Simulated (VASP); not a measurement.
# CoO in VASP: notebook, part 3 of 3

VASP 6.6.1. Earlier steps stand in the parts before.

## (4) Single point, PBE, collinear spin, ferromagnetic start (9.49 Å³/atom)

This run uses another cell than the first one, of 9.49 Å³/atom.

INCAR

```
SYSTEM = CoO
  PREC = Accurate
  ENCUT = 520
  EDIFF = 1E-6
  ISMEAR = -1
  SIGMA = 0.03
  LREAL = .False.
  LASPH = .True.
  NELM = 150
  ALGO = Normal
  ISIF = 2
  LWAVE = .False.
  LCHARG = .False.
  ISPIN = 2
  MAGMOM = 2 0
  LORBIT = 11
  LMAXMIX = 4
  GGA = PE
  NBANDS = 18
  ISYM = 0
```

KPOINTS

```
regular mesh
0
Gamma
  13 13 15
  0 0 0
```

POSCAR

```
CoO
1.0
   -1.5029566364      1.5029566364      2.1002022435
    1.5029566364     -1.5029566364      2.1002022435
    1.5029566364      1.5029566364     -2.1002022435
Co O
1 1
Direct
    0.0000000000      0.0000000000      0.0000000000
    0.5000000000      0.5000000000      0.0000000000
```

Potentials or basis: VASP PAW PBE potentials, release 64 (Co, O).

Launch:

```sh
$ cat potpaw_PBE.64/Co/POTCAR potpaw_PBE.64/O/POTCAR > POTCAR
$ mpirun -np 1 vasp_std > vasp.out
```

OUTCAR:

```text
SYSTEM = CoO
   PREC = Accurate
   ENCUT = 520
   EDIFF = 1E-6
   ISMEAR = -1
   LREAL = .False.
   LASPH = .True.
   NELM = 150
   ISIF = 2
   ISPIN = 2
   LORBIT = 11
   GGA = PE
   ISYM = 0

 ion  position               nearest neighbor table
   1  0.000  0.000  0.000-   2 2.10   2 2.10   2 2.13   2 2.13   2 2.13   2 2.13
   2  0.500  0.500  0.000-   1 2.10   1 2.10   1 2.13   1 2.13   1 2.13   1 2.13

IMPORTANT INFORMATION: All symmetrisations will be switched off!
NOSYMM: (Re-)initialisation of all symmetry stuff for point group C_1.

----------------------------------------------------------------------------------------

                                     Primitive cell

  volume of cell :      18.9764

  direct lattice vectors                    reciprocal lattice vectors
    -1.502956636  1.502956636  2.100202244     0.000000000  0.332677596  0.238072310
     1.502956636 -1.502956636  2.100202244     0.332677596  0.000000000  0.238072310
     1.502956636  1.502956636 -2.100202244     0.332677596  0.332677596  0.000000000

  length of vectors
     2.988077436  2.988077436  2.988077436     0.409087775  0.409087775  0.470477168

  position of ions in fractional coordinates (direct lattice)
     0.000000000  0.000000000  0.000000000
     0.500000000  0.500000000  0.000000000

  ion indices of the primitive-cell ions
   primitive index   ion index
                 1           1
                 2           2

----------------------------------------------------------------------------------------

 KPOINTS: regular mesh

Automatic generation of k-mesh.
 Grid dimensions read from file:
 generate k-points for:   13   13   15

 Generating k-lattice:

  Cartesian coordinates                     Fractional coordinates (reciprocal lattice)
     0.000000000  0.025590584  0.018313255     0.076923077 -0.000000000  0.000000000
     0.025590584  0.000000000  0.018313255    -0.000000000  0.076923077  0.000000000
     0.022178506  0.022178506  0.000000000     0.000000000  0.000000000  0.066666667

  Length of vectors
     0.031468290  0.031468290  0.031365145

  Shift w.r.t. Gamma in fractional coordinates (k-lattice)
     0.000000000  0.000000000  0.000000000

 -----------------------------------------------------------------------------
|                                                                             |
|           W    W    AA    RRRRR   N    N  II  N    N   GGGG   !!!           |
|           W    W   A  A   R    R  NN   N  II  NN   N  G    G  !!!           |
|           W    W  A    A  R    R  N N  N  II  N N  N  G       !!!           |
|           W WW W  AAAAAA  RRRRR   N  N N  II  N  N N  G  GGG   !            |
|           WW  WW  A    A  R   R   N   NN  II  N   NN  G    G                |
|           W    W  A    A  R    R  N    N  II  N    N   GGGG   !!!           |
|                                                                             |
|     Your reciprocal lattice and k-lattice belong to different lattice       |
|     classes:                                                                |
|                                                                             |
|        The reciprocal lattice is body-centered tetragonal,                  |
|        whereas your k-lattice is base-centered monoclinic.                  |
|                                                                             |
|     Results are often still useful ...                                      |
|                                                                             |
 -----------------------------------------------------------------------------

 WARNING: IBZKPT: internal override: KBLOWUP is changed to .FALSE.
[... 53 lines left out ...]
   LREAL  =      F    real-space projection
   EDIFFG = 0.1E-04   stopping-criterion for IOM
   NSW    =      0    number of steps for IOM
   IBRION =     -1    ionic relax: 0-MD 1-quasi-New 2-CG
   NFREE  =      0    steps in history (QN), initial steepest desc. (CG)
   ISIF   =      2    stress and relaxation
   ISYM   =      0    0-nonsym 1-usesym 2-fastsym
   POTIM  = 0.5000    time-step for ionic-motion
   TEBEG  =    0.0;   TEEND  =   0.0 temperature during run
   PSTRESS=    0.0 pullay stress
   NELECT =      15.0000    total number of electrons
   NUPDOWN=      -1.0000    fix difference up-down
   EMIN   =  10.00;   EMAX   =-10.00  energy-range for DOS
   EFERMI =   0.00;   METHOD = LEGACY
   ISMEAR =    -1;   SIGMA  =   0.03  broadening in eV -4-tet -1-fermi 0-gaus
   EFERMI_NEDOS =   21; number of points for ismear=-14 and -15
   IALGO  =     38    algorithm
   IMIX   =      4    mixing-type and parameters
     AMIX     =   0.40;   BMIX     =  1.00
     AMIX_MAG =   1.60;   BMIX_MAG =  1.00
  volume/ion in A,a.u.               =       9.49        64.03
  Fermi-wavevector in a.u.,A,eV,Ry     =   1.513679  2.860439 31.174015  2.291225
  Thomas-Fermi vector in A             =   2.623438
   LORBIT       =     11    0 simple, 1 ext, 2 COOP (PROOUT), +10 PAW based schemes
   GGA     = PE    functional components
   LHFCALC =     F    Hartree Fock is set to
   AEXX    =    0.0000 exact exchange contribution
   IVDW    =     0    specifies the selected vdW correction
   LEPSILON=     F    determine dielectric tensor
   LRPA    =     F    only Hartree local field effects (RPA)
 spin polarized calculation
  energy-cutoff  :      520.00
  volume of cell :       18.98
 maximum number of plane-waves:       533
   NGX = 11   NGY = 11   NGZ = 11

 number of electron      15.0000003 magnetization       2.8827115

 Free energy of the ion-electron system (eV)
  ---------------------------------------------------
  ext. energy  EPLUGINS =         0.00000000
  ---------------------------------------------------
  free energy    TOTEN  =       -13.05161819 eV

  energy without entropy =      -13.03941119  energy(sigma->0) =      -13.04551469

 E-fermi :   8.1640     XC(G=0): -12.5127

 val. band max:        8.1634661581   @ k =   0.2308   0.0000   0.4667
 cond. band min:       8.1639857524   @ k =   0.1538  -0.3846   0.1333
 fundamental gap:      0.0005195943
 Fermi energy:         8.1639532694

 spin component 1

 k-point     1 :       0.0000    0.0000    0.0000
  band No.  band energies     occupation
      1     -12.1933      1.00000
      2       4.8891      1.00000
      3       4.8989      1.00000
      4       4.9450      1.00000
      5       4.9836      1.00000
      6       4.9837      1.00000
[... 493 lines left out ...]
     17      36.3818      0.00000
     18      37.4594      0.00000

 [... further k-points ...]

 spin component 2

 k-point     1 :       0.0000    0.0000    0.0000
  band No.  band energies     occupation
      1     -11.6974      1.00000
      2       5.4865      1.00000
      3       5.5453      1.00000
      4       5.5457      1.00000
      5       7.0123      1.00000
      6       7.0127      1.00000
[... 493 lines left out ...]
     17      36.9338      0.00000
     18      38.0305      0.00000

 [... further k-points ...]

------------------------ aborting loop because EDIFF is reached ----------------------------------------

  FORCE on cell =-STRESS in cart. coord.  units (eV):
  Direction    XX          YY          ZZ          XY          YZ          ZX
  --------------------------------------------------------------------------------------
  -------------------------------------------------------------------------------------
  Total        0.1418287      0.1417921      0.1658059     -0.0022375     -0.0006499     -0.0006505
  in kB       11.9745909     11.9714989     13.9989811     -0.1889116     -0.0548719     -0.0549189
  external PRESSURE =      12.6483570 kB  Pullay stress =       0.0000000 kB

 VOLUME and BASIS-vectors are now :
 -----------------------------------------------------------------------------
  energy-cutoff  :      520.00
  volume of cell :       18.98
      direct lattice vectors                 reciprocal lattice vectors
    -1.502956636  1.502956636  2.100202244     0.000000000  0.332677596  0.238072310
     1.502956636 -1.502956636  2.100202244     0.332677596  0.000000000  0.238072310
     1.502956636  1.502956636 -2.100202244     0.332677596  0.332677596  0.000000000

 POSITION                                       TOTAL-FORCE (eV/Angst)
 -----------------------------------------------------------------------------------
      0.00000      0.00000      0.00000         0.000000     -0.000000     -0.000000
      0.00000      0.00000      2.10020        -0.000000      0.000000      0.000000
 -----------------------------------------------------------------------------------
    total drift:                               -0.000000      0.000001     -0.000000

  FREE ENERGIE OF THE ION-ELECTRON SYSTEM (eV)
  ---------------------------------------------------
  free  energy   TOTEN  =       -13.0516181900 eV

  energy  without entropy=      -13.0394111872  energy(sigma->0) =      -13.04551469

 total charge

# of ion       s       p       d       tot
------------------------------------------
    1        0.299   0.368   7.157   7.824
    2        1.556   3.432   0.000   4.988
--------------------------------------------------
tot          1.855   3.801   7.157  12.813

 magnetization (x)

# of ion       s       p       d       tot
------------------------------------------
    1        0.021   0.018   2.500   2.539
    2        0.029   0.265   0.000   0.295
--------------------------------------------------
tot          0.050   0.283   2.500   2.833
```

OSZICAR:

```text
N       E                     dE             d eps       ncg     rms          rms(c)
DAV:   1     0.776320833731E+02    0.77632E+02   -0.65741E+03 94896   0.963E+02
DAV:   2    -0.106093780861E+02   -0.88241E+02   -0.76272E+02 96314   0.222E+02
DAV:   3    -0.153706102082E+02   -0.47612E+01   -0.46048E+01106552   0.548E+01
DAV:   4    -0.154186082733E+02   -0.47998E-01   -0.47954E-01112432   0.527E+00
DAV:   5    -0.154196874275E+02   -0.10792E-02   -0.10790E-02112954   0.785E-01    0.167E+01
DAV:   6    -0.142656152441E+02    0.11541E+01   -0.16019E+01117938   0.600E+01    0.197E+01
DAV:   7    -0.131578727788E+02    0.11077E+01   -0.67242E+00114132   0.465E+01    0.815E+00
DAV:   8    -0.130660409398E+02    0.91832E-01   -0.38948E-01132220   0.966E+00    0.424E+00
DAV:   9    -0.130651052797E+02    0.93566E-03   -0.21975E-01135964   0.784E+00    0.269E+00
DAV:  10    -0.130543194351E+02    0.10786E-01   -0.63662E-02136232   0.466E+00    0.838E-01
DAV:  11    -0.130510155177E+02    0.33039E-02   -0.26398E-02128162   0.250E+00    0.347E-01
DAV:  12    -0.130515786237E+02   -0.56311E-03   -0.76449E-03134002   0.912E-01    0.224E-01
DAV:  13    -0.130518193512E+02   -0.24073E-03   -0.63260E-04127936   0.342E-01    0.208E-01
DAV:  14    -0.130517614568E+02    0.57894E-04   -0.60736E-05132682   0.130E-01    0.170E-01
DAV:  15    -0.130516261587E+02    0.13530E-03   -0.22084E-04119138   0.357E-01    0.611E-02
DAV:  16    -0.130516163117E+02    0.98470E-05   -0.67938E-05141336   0.116E-01    0.182E-02
DAV:  17    -0.130516174604E+02   -0.11487E-05   -0.66084E-06103312   0.236E-02    0.133E-02
DAV:  18    -0.130516181900E+02   -0.72967E-06   -0.39750E-06 82008   0.338E-02
   1 F= -.13051618E+02 E0= -.13045515E+02  d E =-.122070E-01  mag=     2.8828
```

Wall time 19 min (1 thread of Oxide Virtual Turin-like, shared host); peak memory 0.67 GiB.

What came out:

```yaml
Free_energy: -13.0516 eV
Pressure: 1.3 GPa
Net_moment: 2.88 μB per cell
Site_moments: Co +2.54; O +0.29 μB
Valence_electrons_inside_the_program's_atomic_spheres: Co 7.82; O 4.99
```

Levels at points of the mesh, in eV from the Fermi level:
Spin up:
| k point | band 5 | band 6 | band 7 | band 8 | band 9 | band 10 | band 11 | band 12 | band 13 | band 14 |
| --- | --- | --- | --- | --- | --- | --- | --- | --- | --- | --- |
| (0.00, 0.00, 0.00) | -3.18 | -3.18 | -3.13 | -3.13 | -3.00 | 1.10 | 16.92 | 18.27 | 18.27 | 18.32 |
Spin down:
| k point | band 4 | band 5 | band 6 | band 7 | band 8 | band 9 |
| --- | --- | --- | --- | --- | --- | --- |
| (0.00, 0.00, 0.00) | -2.62 | -1.15 | -1.15 | -1.11 | 0.01 | 0.06 |

Caveat: a cell with one magnetic atom can't hold antiferromagnetic order, which such compounds often take; semilocal functionals often make such compounds metallic where correlation or magnetic order opens a gap, which also shifts bond lengths. With open d or f shells a metallic result of PBE can be an artefact of self-interaction; +U or a hybrid may open a gap.

## (5) The runs side by side

| cell | gap on the mesh (eV) | pressure (GPa) | moment (μB) |
| --- | --- | --- | --- |
| a = 3.021, b = 3.021, c = 3.039 Å, angles 120.3, 120.3, 91.5°, 2 atoms | none | -0.7 | 2.88 |
| a = 2.976, b = 2.976, c = 2.957 Å, angles 118.9, 118.9, 89.8°, 2 atoms | none | -0.6 | 2.89 |
| a = 2.988 Å, angles 119.6, 119.6, 90.7°, 2 atoms | none | 1.3 | 2.88 |

Alike in all rows: task single point; level PBE; potentials or basis VASP PAW PBE potentials, release 64 (Co, O); spin collinear, ferromagnetic start; k mesh 13 × 13 × 15; cutoff (eV) 520; smearing fermi-dirac 0.03 eV.

Caveats: a cell with one magnetic atom can't hold antiferromagnetic order, which such compounds often take; semilocal functionals often make such compounds metallic where correlation or magnetic order opens a gap, which also shifts bond lengths.

Total energies depend on the potentials used, so only differences within one code and one set of settings carry meaning.
